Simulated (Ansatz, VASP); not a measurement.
**Two plane-wave programs on Gd**

INCAR

```
SYSTEM = Gd
PREC     = Accurate       ! precision mode
ENCUT    = 520            ! plane-wave cutoff, eV
EDIFF    = 1E-7           ! SCF threshold, eV
ISMEAR   = 0              ! smearing method
SIGMA    = 0.025          ! smearing width, eV
LREAL    = .False.        ! projectors in reciprocal space
LASPH    = .True.         ! aspherical terms in the spheres
NELM     = 150            ! most SCF steps
ALGO     = Normal         ! electronic algorithm
ISIF     = 2              ! what is computed and relaxed
LWAVE    = .False.        ! write WAVECAR
LCHARG   = .False.        ! write CHGCAR
ISPIN    = 2              ! spin polarisation
MAGMOM   = 7              ! initial moments
LORBIT   = 11             ! projections on sites
LMAXMIX  = 6              ! l up to which the mixer works
GGA      = PS             ! functional
IVDW     = 13             ! dispersion correction
NBANDS   = 19             ! bands
```

File KPOINTS:

```
regular mesh
0
Gamma
  7 7 7
  0 0 0
```

Contents of POSCAR:

```
Gd
1.0
    0.0000000000      2.5858190900      2.5858190900
    2.5858190900      0.0000000000      2.5858190900
    2.5858190900      2.5858190900      0.0000000000
Gd
1
Direct
    0.0000000000      0.0000000000      0.0000000000
```

Input for Ansatz:

```yaml
crystal:
  lattice:
    - [0.0, 2.58581909, 2.58581909]
    - [2.58581909, 0.0, 2.58581909]
    - [2.58581909, 2.58581909, 0.0]
  atoms:
    - { symbol: Gd, position: [0.0, 0.0, 0.0], spin: 7.0 }
basis:
  ecutwfc: 450.0
kpoints:
  mp_grid:
    grid: [7, 7, 7]
hamiltonian:
  xc: pbesol
  dispersion: d4
magnetization:
  spin_polarized: true
scf:
  occupations:
    method: gaussian
    width: 0.025
```

Alike in both runs: task single point; functional PBEsol; dispersion D4; k mesh 7 × 7 × 7; occupations gaussian, width 0.025 eV; collinear spin.

|  | VASP | Ansatz |
| --- | --- | --- |
| version | VASP 6.6.1 | Ansatz 0.2.0 |
| potentials or method | VASP PAW PBE potentials, release 64 (Gd), cutoff 520 eV | plane waves, PAW |
| valence electrons in the cell | 18 | 18 |

VASP gave:

```
gap on the k mesh at the Fermi level (eV)                     : none
net moment per atom (μB)                                      : 7.33
size of the moment on the site where the two differ most (μB) : 6.88
```

Q: Which values does Ansatz return?

A: gap on the k mesh at the Fermi level (eV): none; net moment per atom (μB): 7.33; size of the moment on the site where the two differ most (μB): 7.16.

VASP's potentials were made for PBE, not for PBEsol. Site moments also hang on the region over which each program counts them. A gap of «none» marks a metal or a gap that the smearing closes. Ansatz's warnings: negative dielectric reading.

Spin-orbit coupling is off throughout.
